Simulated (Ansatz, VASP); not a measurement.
# Ga: VASP beside Ansatz

```xyz
2
Lattice="1.3830 -4.0265 0.0000 1.3830 4.0265 0.0000 -0.1174 0.0000 3.2966" Properties=species:S:1:pos:R:3 pbc="T T T"
Ga    1.3536   -2.9716    0.8242
Ga    1.2949    2.9716    2.4725
```

Change from the starting cell: zz strain of -1 %.

Alike in both runs: task single point; functional PBE; k mesh 14 × 14 × 11; occupations fermi-dirac, width 0.03 eV; no spin polarisation.

|  | VASP | Ansatz |
| --- | --- | --- |
| version | VASP 6.6.1 | Ansatz 0.2.0 |
| potentials or method | VASP PAW PBE potentials, release 64 (Ga_d), cutoff 520 eV | all-electron LAPW, scalar-relativistic |

Ansatz gave:

| Quantity | Value |
| --- | --- |
| pressure (GPa) | 2.3 |
| traceless stress, the component that is largest in VASP (GPa) | 0.10 |
| rms of the force components (eV/Å) | 0.116 |

Problem. Estimate VASP's values.

Solution. Pressure (GPa): 2.4; traceless stress, the component that is largest in VASP (GPa): 0.11; rms of the force components (eV/Å): 0.117.

Atom by atom the forces differ by 0.001 eV/Å (rms over components). Ansatz ran all-electron here, and VASP with PAW potentials.
